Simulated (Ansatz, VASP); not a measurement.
# Two plane-wave programs on SiGe2

```
CELL_PARAMETERS angstrom
-1.66384 1.66384 10.27234
1.66384 -1.66384 10.27234
1.66384 1.66384 -10.27234
ATOMIC_POSITIONS crystal
Si 0.00000 0.00000 0.00000
Si 0.75000 0.25000 0.50000
Ge 0.43168 0.43168 0.00000
Ge 0.18168 0.68168 0.50000
Ge 0.31832 0.81832 0.50000
Ge 0.56832 0.56832 0.00000
```

Alike in both runs: functional PBE; k mesh 6 × 6 × 6; occupations gaussian, width 0.1 eV; no spin polarisation.

Ansatz relaxed the structure, and its values are those at the end. VASP's run is a single point on that final structure, the one shown.

```csv
,VASP,Ansatz
version,VASP 6.6.1,Ansatz 0.2.0
potentials or method,"VASP PAW PBE potentials, release 64 (Si, Ge_d), cutoff 520 eV","scalar-relativistic, plane waves, PAW"
valence electrons in the cell,64,64
```

|  | VASP | Ansatz | Ansatz less VASP |
| --- | --- | --- | --- |
| gap on the k mesh at the Fermi level (eV) | none | none | - |
| pressure (GPa) | 0.1 | 0.0 | -0.01 |
| rms of the force components (eV/Å) | 0.005 | 0.004 | -0.0014 |

A gap of «none» marks a metal or a gap that the smearing closes. With one functional, cell and mesh, what is left measures potentials, basis and numerics.

The k mesh is coarse, so the values compare programs but aren't converged.
